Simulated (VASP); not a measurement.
Write the native input for VASP 6.6.1 that does the following.

```yaml
Task: single point
Functional: PBEsol
Potentials_or_basis: VASP PAW PBE potentials, release 64 (Ca_sv)
Cutoff: 520 eV
k_mesh: 9 × 9 × 1
Occupations: gaussian, width 0.1 eV
Spin: no spin polarisation
Dipole_correction: yes
Further_INCAR_settings: ALGO = Normal; EDIFF = 1e-06; NBANDS = 33
```

The structure of Ca lies in POSCAR:

```
Ca
1.0
    3.8570176947      0.0000000000      0.0000000000
   -1.9285088473      3.3402753064      0.0000000000
    0.0000000000      0.0000000000     27.5969670411
Ca
5
Direct
    0.6666666667      0.3333333333      0.2717689951
    0.3333333333      0.6666666667      0.3858844975
    0.0000000000      0.0000000000      0.5000000000
    0.6666666667      0.3333333333      0.6141155025
    0.3333333333      0.6666666667      0.7282310049
```

These files were run (other wordings do the same):

INCAR

```
SYSTEM = Ca
PREC     = Accurate       ! precision mode
ENCUT    = 520            ! plane-wave cutoff, eV
EDIFF    = 1E-6           ! SCF threshold, eV
ISMEAR   = 0              ! smearing method
SIGMA    = 0.1            ! smearing width, eV
LREAL    = .FALSE.        ! projectors in reciprocal space
LASPH    = .TRUE.         ! aspherical terms in the spheres
NELM     = 100            ! most SCF steps
ALGO     = Normal         ! electronic algorithm
ISIF     = 2              ! what is computed and relaxed
LWAVE    = .FALSE.        ! write WAVECAR
LCHARG   = .FALSE.        ! write CHGCAR
LDIPOL   = .TRUE.       
IDIPOL   = 3            
DIPOL    = 0.5 0.5 0.500
GGA      = PS             ! functional
NBANDS   = 33             ! bands
```

KPOINTS

```
regular mesh
0
G
  9 9 1
  0 0 0
```

Potentials or basis: VASP PAW PBE potentials, release 64 (Ca_sv).

The run is started by

```sh
$ cat potpaw_PBE.64/Ca_sv/POTCAR > POTCAR
$ mpirun -np 1 vasp_std > vasp.out
```

Results of the run:

| Item | Value |
| --- | --- |
| Largest force | 0.070 eV/Å |
| Band gap on the k mesh | zero (bands 25 and 26 overlap by 0.22 eV) |

Caveat: the PAW data sets were made with another functional, which shifts forces and pressure a little.

Run time: 6.6 min on 1 thread of Intel(R) Xeon(R) Platinum 8259CL CPU @ 2.50GHz (Skylake/Cascade Lake), with other jobs on the host, peak memory 0.47 GiB.
